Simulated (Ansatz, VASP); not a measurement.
This is a calculation of InSe for Ansatz 0.2.0.

The input input.yaml:

```yaml
crystal:
  lattice:
    - [2.0, 1.1547005384, 8.44]
    - [-2.0, 1.1547005384, 8.44]
    - [0.0, -2.3094010768, 8.44]
  atoms:
    - { symbol: In, position: [0.8886, 0.8886, 0.8886] }
    - { symbol: In, position: [0.0, 0.0, 0.0] }
    - { symbol: Se, position: [0.1719, 0.1719, 0.1719] }
    - { symbol: Se, position: [0.3835, 0.3835, 0.3835] }
hamiltonian:
  xc: pbesol
  pseudopotentials: { kind: paw }
kpoints:
  mp_grid: { grid: [8, 8, 8] }
scf:
  occupations: { method: fermi_dirac, width: 0.05 }
output:
  forces: true
  stress: true
  eigenvalues: true
relax:
  f_tol: 0.01
  max_steps: 40
  cell: { stress_tol: 0.05 }
```

Potentials or basis: Ansatz PAW.

The run is started by

```bash
$ ansatz run input.yaml --threads 2 --pin off --max-ram 5632MiB --backend cpu --events-out ev --progress --plain --runs-dir out
```

Q: Translate it to VASP 6.6.1. Potentials there: VASP PAW PBE potentials, release 64 (In_d, Se).

A: As run (the cutoff follows the program's own potentials):

The input INCAR:

```
PREC     = Accurate       # precision mode
ENCUT    = 600            # plane-wave cutoff, eV
EDIFF    = 1E-6           # SCF threshold, eV
ISMEAR   = -1             # smearing method
SIGMA    = 0.05           # smearing width, eV
LREAL    = False          # projectors in reciprocal space
LASPH    = True           # aspherical terms in the spheres
NELM     = 100            # most SCF steps
ALGO     = Normal         # electronic algorithm
ISIF     = 3              # what is computed and relaxed
LWAVE    = False          # write WAVECAR
LCHARG   = False          # write CHGCAR
GGA      = PS             # functional
IBRION   = 2              # ionic algorithm
NSW      = 60             # ionic steps
EDIFFG   = -0.01          # ionic threshold
```

The input KPOINTS:

```
regular mesh
0
Gamma
  8 8 8
```

File POSCAR:

```
InSe
1.0
    2.0000000000      1.1547005384      8.4400000000
   -2.0000000000      1.1547005384      8.4400000000
    0.0000000000     -2.3094010768      8.4400000000
In Se
2 2
Direct
    0.8886000000      0.8886000000      0.8886000000
    0.0000000000      0.0000000000      0.0000000000
    0.1719000000      0.1719000000      0.1719000000
    0.3835000000      0.3835000000      0.3835000000
```

Potentials or basis: VASP PAW PBE potentials, release 64 (In_d, Se).

Run with:

```sh
$ cat potpaw_PBE.64/In_d/POTCAR potpaw_PBE.64/Se/POTCAR > POTCAR
$ mpirun -np 1 vasp_std > vasp.out
```

Both were run:

|  | VASP | Ansatz | Ansatz less VASP |
| --- | --- | --- | --- |
| gap on the k mesh at the Fermi level, each at its own relaxed structure (eV) | 0.32 | 0.37 | +0.043 |
| relaxed volume (Å³/atom) | 29.25 | 29.33 | +0.078 |
| relaxed length of the cell vector where the two differ most in proportion (Å) | 8.707 | 8.740 | +0.0329 |

VASP's potentials were made for PBE, not for PBEsol. VASP's potentials hold 38 valence electrons a cell and Ansatz's 58, so a difference there can come from the potentials and not from the codes.

Noted on Ansatz's run: the plane-wave basis is chosen anew once the cell has moved, so the energies of steps on either side of that aren't comparable.
